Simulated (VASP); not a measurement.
A run of VASP 6.6.1 is set up as follows.

INCAR

```
SYSTEM = AgCl
ALGO = Normal
EDIFF = 1E-6
ENCUT = 520
GGA = PS
ISIF = 2
ISMEAR = 0
LASPH = .True.
LCHARG = .False.
LREAL = .False.
LWAVE = .False.
NBANDS = 16
NELM = 100
PREC = Accurate
SIGMA = 0.05
```

KPOINTS

```
k-points
0
Gamma
  8 8 8
  0 0 0
```

POSCAR

```
AgCl
1.0
    0.0000000000      2.7731500000      2.7315527500
    2.7731500000      0.0000000000      2.7315527500
    2.7731500000      2.7731500000      0.0000000000
Ag Cl
1 1
Direct
    0.5000000000      0.5000000000      0.5000000000
    0.0000000000      0.0000000000      0.0000000000
```

Potentials or basis: VASP PAW PBE potentials, release 64 (Ag, Cl).

Command:

```console
$ cat potpaw_PBE.64/Ag/POTCAR potpaw_PBE.64/Cl/POTCAR > POTCAR
$ mpirun -np 1 vasp_std > vasp.out
```

Question: What does it give for the pressure?

Answer: -2.1 GPa.

Question: Estimate the band gap on the k mesh.

Answer: 0.68 eV, indirect (least direct gap 3.09 eV).

Stress tensor (GPa, compression positive):
```
-2.15  0.00  0.00
 0.00 -2.15  0.00
 0.00  0.00 -1.88
```

Caveat: the cell differs from its parent crystal (strain +0.000 along x and y, -0.015 along z); the PAW data sets were made with another functional, which shifts forces and pressure a little. A k mesh can miss the band edges.
